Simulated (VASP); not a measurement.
Here is a VASP 6.6.1 calculation.

INCAR

```
  PREC = Accurate
  ENCUT = 520
  EDIFF = 1E-8
  ISMEAR = -1
  SIGMA = 0.08
  LREAL = False
  LASPH = True
  NELM = 80
  ALGO = Normal
  ISIF = 2
  LWAVE = False
  LCHARG = False
  GGA = PS
  LEFG = True
  NBANDS = 12
```

The input KPOINTS:

```
regular mesh
0
Gamma
  13 13 13
```

File POSCAR:

```
Nb
1.0
    0.0000000000      2.1150000000      2.1573000000
    2.1150000000      0.0000000000      2.1573000000
    2.1150000000      2.1150000000      0.0000000000
Nb
1
Direct
    0.0000000000      0.0000000000      0.0000000000
```

Potentials or basis: VASP PAW PBE potentials, release 64 (Nb_sv).

Run with:

```sh
$ cat potpaw_PBE.64/Nb_sv/POTCAR > POTCAR
$ mpirun -np 1 vasp_std > vasp.out
```

Task: Estimate the pressure.

Result: -9.9 GPa.

Stress tensor (GPa, compression positive):
```
-11.34   0.00   0.00
  0.00 -11.34   0.00
  0.00   0.00  -6.90
```

Caveat: the cell differs from its parent crystal (zz strain of +2 %); without QUAD_EFG the Cq values of the log hold for a quadrupole moment of 1 mb, not for the nuclei; the PAW data sets were made with another functional, which shifts forces and pressure a little.
